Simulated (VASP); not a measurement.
# LiBr (Fm-3m) in VASP: notebook

The runs below take LiBr through density of states, vibrations by perturbation theory, with PBE.

Program: VASP 6.6.1. These are calculated values, not measurements. Logs are shortened: lines on timing, memory, paths and dates and some standing lists are left out, and cuts for length are marked.

## 1. The cell of the first run

The structure is cubic, space group Fm-3m (No. 225). Conventional cell: a = 5.511 Å, b = 5.511 Å, c = 5.511 Å, α = 90.00°, β = 90.00°, γ = 90.00°. Li (site symmetry m-3m) has 6 Br at 2.76 Å within 3.6 Å. Within 3.6 Å of Br (site symmetry m-3m) lie 6 Li at 2.76 Å.

## 2. Density of states, PBE

Contents of POSCAR:

```
LiBr
1.0
    0.0000000000      2.7555207568      2.7555207568
    2.7555207568      0.0000000000      2.7555207568
    2.7555207568      2.7555207568      0.0000000000
Li Br
1 1
Direct
    0.5000000000      0.5000000000      0.5000000000
    0.0000000000      0.0000000000      0.0000000000
```

Contents of INCAR.step1:

```
PREC = Accurate
ENCUT = 650
EDIFF = 1E-6
ISMEAR = 0
SIGMA = 0.02
LREAL = False
LASPH = True
NELM = 120
ALGO = Normal
ISIF = 2
LWAVE = False
LCHARG = True
GGA = PE
NBANDS = 12
GGA_COMPAT = False
NEDOS = 2001
LORBIT = 11
```

Contents of KPOINTS.step1:

```
Automatic mesh
0
Gamma
  8 8 8
```

Contents of INCAR.step2:

```
PREC = Accurate
ENCUT = 650
EDIFF = 1E-6
ISMEAR = -5
SIGMA = 0.02
LREAL = False
LASPH = True
NELM = 120
ALGO = Normal
ISIF = 2
LWAVE = False
LCHARG = False
GGA = PE
LORBIT = 11
NEDOS = 2001
ICHARG = 11
GGA_COMPAT = False
```

Contents of KPOINTS.step2:

```
Automatic mesh
0
Gamma
  12 12 12
```

Potentials or basis: VASP PAW PBE potentials, release 64 (Li_sv, Br).

Run with:

```sh
> cat potpaw_PBE.64/Li_sv/POTCAR potpaw_PBE.64/Br/POTCAR > POTCAR
> cp INCAR.step1 INCAR
> cp KPOINTS.step1 KPOINTS
> mpirun -np 1 vasp_std > vasp.out
> cp INCAR.step2 INCAR
> cp KPOINTS.step2 KPOINTS
> mpirun -np 1 vasp_std > vasp.out
```

OUTCAR:

```text
PREC = Accurate
   ENCUT = 650
   EDIFF = 1E-6
   ISMEAR = -5
   LREAL = False
   LASPH = True
   NELM = 120
   ISIF = 2
   GGA = PE
   LORBIT = 11
   ICHARG = 11

 ion  position               nearest neighbor table
   1  0.500  0.500  0.500-
   2  0.000  0.000  0.000-

  LATTYP: Found a face centered cubic cell.
 ALAT       =     5.5110415136

  Lattice vectors:

 A1 = (   0.0000000000,   2.7555207568,   2.7555207568)
 A2 = (   2.7555207568,   0.0000000000,   2.7555207568)
 A3 = (   2.7555207568,   2.7555207568,   0.0000000000)

Analysis of symmetry for initial positions (statically):
=====================================================================
 Subroutine PRICEL returns:
 Original cell was already a primitive cell.

 Routine SETGRP: Setting up the symmetry group for a
 face centered cubic supercell.

 Subroutine GETGRP returns: Found 48 space group operations
 (whereof 48 operations were pure point group operations)
 out of a pool of 48 trial point group operations.

The static configuration has the point symmetry O_h .

Analysis of symmetry for dynamics (positions and initial velocities):
=====================================================================
 Subroutine PRICEL returns:
 Original cell was already a primitive cell.

 Routine SETGRP: Setting up the symmetry group for a
 face centered cubic supercell.

 Subroutine GETGRP returns: Found 48 space group operations
 (whereof 48 operations were pure point group operations)
 out of a pool of 48 trial point group operations.

The dynamic configuration has the point symmetry O_h .

 Subroutine INISYM returns: Found 48 space group operations
 (whereof 48 operations are pure point group operations),
 and found     1 'primitive' translations

----------------------------------------------------------------------------------------

                                     Primitive cell

  volume of cell :      41.8448

  direct lattice vectors                    reciprocal lattice vectors
     0.000000000  2.755520757  2.755520757    -0.181453904  0.181453904  0.181453904
     2.755520757  0.000000000  2.755520757     0.181453904 -0.181453904  0.181453904
     2.755520757  2.755520757  0.000000000     0.181453904  0.181453904 -0.181453904

  length of vectors
     3.896894826  3.896894826  3.896894826     0.314287382  0.314287382  0.314287382

[... 87 lines left out ...]
   NFREE  =      0    steps in history (QN), initial steepest desc. (CG)
   ISIF   =      2    stress and relaxation
   ISYM   =      2    0-nonsym 1-usesym 2-fastsym
   POTIM  = 0.5000    time-step for ionic-motion
   TEBEG  =    0.0;   TEEND  =   0.0 temperature during run
   PSTRESS=    0.0 pullay stress
   NELECT =      10.0000    total number of electrons
   NUPDOWN=      -1.0000    fix difference up-down
   EMIN   =  10.00;   EMAX   =-10.00  energy-range for DOS
   EFERMI =   0.00;   METHOD = LEGACY
   ISMEAR =    -5;   SIGMA  =   0.02  broadening in eV -4-tet -1-fermi 0-gaus
   EFERMI_NEDOS =   21; number of points for ismear=-14 and -15
   IALGO  =     38    algorithm
   IMIX   =      4    mixing-type and parameters
     AMIX     =   0.40;   BMIX     =  1.00
     AMIX_MAG =   1.60;   BMIX_MAG =  1.00
  volume/ion in A,a.u.               =      20.92       141.19
  Fermi-wavevector in a.u.,A,eV,Ry     =   1.015924  1.919818 14.042590  1.032101
  Thomas-Fermi vector in A             =   2.149238
   LORBIT       =     11    0 simple, 1 ext, 2 COOP (PROOUT), +10 PAW based schemes
   GGA     = PE    functional components
   LHFCALC =     F    Hartree Fock is set to
   AEXX    =    0.0000 exact exchange contribution
   IVDW    =     0    specifies the selected vdW correction
   LEPSILON=     F    determine dielectric tensor
   LRPA    =     F    only Hartree local field effects (RPA)
 non-spin polarized calculation
 Fermi weights with tetrahedron method with Bloechl corrections
  energy-cutoff  :      650.00
  volume of cell :       41.84
 maximum number of plane-waves:      1592

 number of electron      10.0000007 magnetization

 Free energy of the ion-electron system (eV)
  ---------------------------------------------------
  ext. energy  EPLUGINS =         0.00000000
  ---------------------------------------------------
  free energy    TOTEN  =        -6.64302808 eV

  energy without entropy =       -6.64302808  energy(sigma->0) =       -6.64302808

 E-fermi :   0.3017     XC(G=0):  -8.4035

 val. band max:        0.2796720914   @ k =  -0.0833   0.0833   0.0000
 cond. band min:       5.1968877173   @ k =   0.0000   0.0000   0.0000
 fundamental gap:      4.9172156259
 Fermi energy:         0.3016810604

 k-point     1 :       0.0000    0.0000    0.0000
  band No.  band energies     occupation
      1     -44.1356      2.00000
      2     -13.1393      2.00000
      3       0.2743      2.00000
      4       0.2743      2.00000
      5       0.2743      2.00000
      6       5.1969      0.00000
      7      10.7702      0.00000
      8      10.7702      0.00000
      9      10.7702      0.00000
[... 265 lines left out ...]
 k-point    24 :      -0.4167    0.1667    0.0000
  band No.  band energies     occupation
      1     -44.1345      2.00000
      2     -12.6220      2.00000
      3      -2.3875      2.00000
      4      -0.7647      2.00000
      5      -0.1364      2.00000
      6       6.7986      0.00000
      7       8.4178      0.00000
      8       8.9158      0.00000
      9      11.2930      0.00000

 [... further k-points ...]
[... 5 lines left out ...]
  --------------------------------------------------------------------------------------
  -------------------------------------------------------------------------------------
  Total       -0.0226085     -0.0226085     -0.0226085     -0.0000000      0.0000000      0.0000000
  in kB       -0.8656463     -0.8656463     -0.8656463     -0.0000000      0.0000000      0.0000000
  external PRESSURE =      -0.8656463 kB  Pullay stress =       0.0000000 kB

 VOLUME and BASIS-vectors are now :
 -----------------------------------------------------------------------------
  energy-cutoff  :      650.00
  volume of cell :       41.84
      direct lattice vectors                 reciprocal lattice vectors
     0.000000000  2.755520757  2.755520757    -0.181453904  0.181453904  0.181453904
     2.755520757  0.000000000  2.755520757     0.181453904 -0.181453904  0.181453904
     2.755520757  2.755520757  0.000000000     0.181453904  0.181453904 -0.181453904

 POSITION                                       TOTAL-FORCE (eV/Angst)
 -----------------------------------------------------------------------------------
      2.75552      2.75552      2.75552        -0.000000     -0.000000      0.000000
      0.00000      0.00000      0.00000         0.000000      0.000000      0.000000
 -----------------------------------------------------------------------------------
    total drift:                                0.000000     -0.000000      0.000000

  FREE ENERGIE OF THE ION-ELECTRON SYSTEM (eV)
  ---------------------------------------------------
  free  energy   TOTEN  =        -6.6430280756 eV

  energy  without entropy=       -6.6430280756  energy(sigma->0) =       -6.64302808

 total charge

# of ion       s       p       d       tot
------------------------------------------
    1        2.005   0.031   0.000   2.036
    2        1.602   3.309   0.005   4.915
--------------------------------------------------
tot          3.607   3.340   0.005   6.952
```

OUTCAR.step1:

```text
PREC = Accurate
   ENCUT = 650
   EDIFF = 1E-6
   ISMEAR = 0
   LREAL = False
   LASPH = True
[... 585 lines left out ...]
    total drift:                                0.000000     -0.000000      0.000000

  FREE ENERGIE OF THE ION-ELECTRON SYSTEM (eV)
  ---------------------------------------------------
  free  energy   TOTEN  =        -6.6430037037 eV

  energy  without entropy=       -6.6430037037  energy(sigma->0) =       -6.64300370

 total charge

# of ion       s       p       d       tot
------------------------------------------
    1        2.005   0.031   0.000   2.036
    2        1.602   3.309   0.005   4.915
--------------------------------------------------
tot          3.607   3.340   0.005   6.952
```

Wall time 32 s (1 thread of AMD EPYC 7R43 (Zen 3), shared host); peak memory 0.16 GiB.

What came out:

- Valence electrons inside the program's atomic spheres: Li 2.04; Br 4.92

## 3. Vibrations by perturbation theory, PBE

Contents of INCAR:

```
ALGO     = Normal         # electronic algorithm
EDIFF    = 1E-8           # SCF threshold, eV
ENCUT    = 750            # plane-wave cutoff, eV
GGA      = PE             # functional
GGA_COMPAT= False        
IBRION   = 8              # ionic algorithm
ISIF     = 2              # what is computed and relaxed
ISMEAR   = 0              # smearing method
LASPH    = True           # aspherical terms in the spheres
LCHARG   = False          # write CHGCAR
LEPSILON = True           # dielectric tensor by DFPT
LREAL    = False          # projectors in reciprocal space
LWAVE    = False          # write WAVECAR
NELM     = 120            # most SCF steps
NSW      = 1              # ionic steps
PREC     = Accurate       # precision mode
SIGMA    = 0.01           # smearing width, eV
```

Contents of KPOINTS:

```
k-points
0
Gamma
  8 8 8
```

POSCAR is that of step 2.

Potentials or basis: VASP PAW PBE potentials, release 64 (Li_sv, Br).

Run with:

```sh
> cat potpaw_PBE.64/Li_sv/POTCAR potpaw_PBE.64/Br/POTCAR > POTCAR
> mpirun -np 1 vasp_std > vasp.out
```

OUTCAR:

```text
EDIFF = 1E-8
   ENCUT = 750
   GGA = PE
   IBRION = 8
   ISIF = 2
   ISMEAR = 0
   LASPH = True
   LEPSILON = True
   LREAL = False
   NELM = 120
   NSW = 1
   PREC = Accurate

 ion  position               nearest neighbor table
   1  0.500  0.500  0.500-
   2  0.000  0.000  0.000-

  LATTYP: Found a face centered cubic cell.
 ALAT       =     5.5110415136

  Lattice vectors:

 A1 = (   0.0000000000,   2.7555207568,   2.7555207568)
 A2 = (   2.7555207568,   0.0000000000,   2.7555207568)
 A3 = (   2.7555207568,   2.7555207568,   0.0000000000)

Analysis of symmetry for initial positions (statically):
=====================================================================
 Subroutine PRICEL returns:
 Original cell was already a primitive cell.

 Routine SETGRP: Setting up the symmetry group for a
 face centered cubic supercell.

 Subroutine GETGRP returns: Found 48 space group operations
 (whereof 48 operations were pure point group operations)
 out of a pool of 48 trial point group operations.

The static configuration has the point symmetry O_h .

Analysis of symmetry for dynamics (positions and initial velocities):
=====================================================================
 Subroutine PRICEL returns:
 Original cell was already a primitive cell.

 Routine SETGRP: Setting up the symmetry group for a
 face centered cubic supercell.

 Subroutine GETGRP returns: Found 48 space group operations
 (whereof 48 operations were pure point group operations)
 out of a pool of 48 trial point group operations.

The dynamic configuration has the point symmetry O_h .

 Subroutine INISYM returns: Found 48 space group operations
 (whereof 48 operations are pure point group operations),
 and found     1 'primitive' translations

----------------------------------------------------------------------------------------

                                     Primitive cell

  volume of cell :      41.8448

  direct lattice vectors                    reciprocal lattice vectors
     0.000000000  2.755520757  2.755520757    -0.181453904  0.181453904  0.181453904
     2.755520757  0.000000000  2.755520757     0.181453904 -0.181453904  0.181453904
     2.755520757  2.755520757  0.000000000     0.181453904  0.181453904 -0.181453904

  length of vectors
     3.896894826  3.896894826  3.896894826     0.314287382  0.314287382  0.314287382

  position of ions in fractional coordinates (direct lattice)
     0.500000000  0.500000000  0.500000000
     0.000000000  0.000000000  0.000000000

[... 474 lines left out ...]

 PIEZOELECTRIC TENSOR FIELD DIRECTION 3  (C/m^2)
 -----------------------------------------------------------------------------
    -0.00018  0.00000 -0.00000
     0.00000 -0.00018  0.00000
    -0.00000  0.00000 -0.00013

--------------------------------------- Ionic step        4  -------------------------------------------

------------------------ aborting loop because EDIFF is reached ----------------------------------------

[... ionic steps 5 to 6 ...]

--------------------------------------- Ionic step        7  -------------------------------------------

 Free energy of the ion-electron system (eV)
  ---------------------------------------------------
  ---------------------------------------------------
  free energy    TOTEN  =        -0.13824879 eV

  energy without entropy =       -0.13824879

------------------------ aborting loop because EDIFF is reached ----------------------------------------

 INTERNAL STRAIN TENSOR  FOR ION    2  DIRECTION 1   (eV/Angst):
 -----------------------------------------------------------------------------
     0.00226  0.00000  0.00000
     0.00000  0.00949  0.00000
     0.00000  0.00000  0.00949

 MACROSCOPIC STATIC DIELECTRIC TENSOR (including local field effects in DFT)
 ------------------------------------------------------
           3.419940    -0.000000    -0.000000
          -0.000000     3.419940     0.000000
          -0.000000     0.000000     3.419940
 ------------------------------------------------------

 PIEZOELECTRIC TENSOR (including local field effects)  for field in x, y, z        (e  Angst)
          XX          YY          ZZ          XY          YZ          ZX
  --------------------------------------------------------------------------------
  x     0.00000     0.00000     0.00000     0.00000     0.00000     0.00000
  y     0.00000     0.00000     0.00000     0.00000     0.00000     0.00000
  z     0.00000     0.00000     0.00000     0.00000     0.00000     0.00000

 PIEZOELECTRIC TENSOR (including local field effects)  for field in x, y, z        (C/m^2)
          XX          YY          ZZ          XY          YZ          ZX
  --------------------------------------------------------------------------------
  x     0.00000     0.00000     0.00000     0.00000     0.00000     0.00000
  y     0.00000     0.00000     0.00000     0.00000     0.00000     0.00000
  z     0.00000     0.00000     0.00000     0.00000     0.00000     0.00000

 BORN EFFECTIVE CHARGES (including local field effects) (in |e|, cummulative output)
 ---------------------------------------------------------------------------------
 ion    1
    1     1.24271    -0.00000     0.00000
    2     0.00000     1.24271     0.00000
    3     0.00000     0.00000     1.24271
 ion    2
    1    -1.24271     0.00000     0.00000
    2    -0.00000    -1.24271     0.00000
    3     0.00000     0.00000    -1.24271

 INTERNAL STRAIN TENSOR FOR ION    2 for displacements in x,y,z  (eV/Angst):
          X           Y           Z          XY          YZ          ZX
  --------------------------------------------------------------------------------
  x     0.00000     0.00000     0.00000     0.00000     0.00000     0.00000
  y     0.00000     0.00000     0.00000     0.00000     0.00000     0.00000
  z     0.00000     0.00000     0.00000     0.00000     0.00000     0.00000

 SECOND DERIVATIVES (NOT SYMMETRIZED)
 ------------------------------------
               1X          1Y          1Z          2X          2Y          2Z
  1X    -0.466253    0.000000    0.000000    0.466253    0.000000    0.000000
  1Y     0.000000   -0.466253    0.000000    0.000000    0.466253    0.000000
  1Z     0.000000    0.000000   -0.466253    0.000000    0.000000    0.466253
  2X     0.464453    0.000000    0.000000   -0.464453    0.000000    0.000000
  2Y     0.000000    0.464453    0.000000    0.000000   -0.464453    0.000000
  2Z     0.000000    0.000000    0.464453    0.000000    0.000000   -0.464453

 Eigenvectors and eigenvalues of the dynamical matrix
 ----------------------------------------------------

   1 f  =    4.204316 THz    26.416498 2PiTHz  140.240895 cm-1    17.387647 meV
             X         Y         Z           dx          dy          dz
      2.755521  2.755521  2.755521    -0.958974    0.000000    0.000000
      0.000000  0.000000  0.000000     0.283493    0.000000    0.000000
[... 21 lines left out ...]
   6 f/i=    0.002211 THz     0.013889 2PiTHz    0.073737 cm-1     0.009142 meV
             X         Y         Z           dx          dy          dz
      2.755521  2.755521  2.755521     0.000000    0.144368    0.243980
      0.000000  0.000000  0.000000     0.000000    0.488356    0.825312

--------------------------------------------------------------------------------------------------------

 MACROSCOPIC STATIC DIELECTRIC TENSOR IONIC CONTRIBUTION
 ------------------------------------------------------
          14.350955     0.000000     0.000000
           0.000000    14.350955     0.000000
           0.000000     0.000000    14.350955
 ------------------------------------------------------

 ELASTIC MODULI CONTR FROM IONIC RELAXATION (kBar)
 Direction    XX          YY          ZZ          XY          YZ          ZX
 --------------------------------------------------------------------------------
 XX           0.0000      0.0000      0.0000      0.0000      0.0000      0.0000
 YY           0.0000      0.0000      0.0000      0.0000      0.0000      0.0000
 ZZ           0.0000      0.0000      0.0000      0.0000      0.0000      0.0000
 XY           0.0000      0.0000      0.0000      0.0000      0.0000      0.0000
 YZ           0.0000      0.0000      0.0000      0.0000      0.0000      0.0000
 ZX           0.0000      0.0000      0.0000      0.0000      0.0000      0.0000
 --------------------------------------------------------------------------------

 PIEZOELECTRIC TENSOR IONIC CONTR  for field in x, y, z        (C/m^2)
          XX          YY          ZZ          XY          YZ          ZX
  --------------------------------------------------------------------------------
  x     0.00000     0.00000     0.00000     0.00000     0.00000     0.00000
  y     0.00000     0.00000     0.00000     0.00000     0.00000     0.00000
  z     0.00000     0.00000     0.00000     0.00000     0.00000     0.00000
```

Wall time 14 min (1 thread of AMD EPYC 7R43 (Zen 3), shared host); peak memory 0.27 GiB.

What came out:

- Electronic dielectric tensor (diagonal): 3.42
- Born charges (mean of the diagonal): Li +1.24; Br -1.24 e
- Highest phonon frequency at Γ, LO-TO splitting left out: 140 cm⁻¹

Phonon frequencies in cm⁻¹ (negative: imaginary):
```csv
q point,frequencies
"(0.000, 0.000, 0.000)",0 0 0 140 140 140
```

Electronic dielectric tensor:
```
3.42 0.00 0.00
0.00 3.42 0.00
0.00 0.00 3.42
```

Born effective charge tensors (e):
atom 1, Li
```
1.24 0.00 0.00
0.00 1.24 0.00
0.00 0.00 1.24
```
atom 2, Br
```
-1.24  0.00  0.00
 0.00 -1.24  0.00
 0.00  0.00 -1.24
```
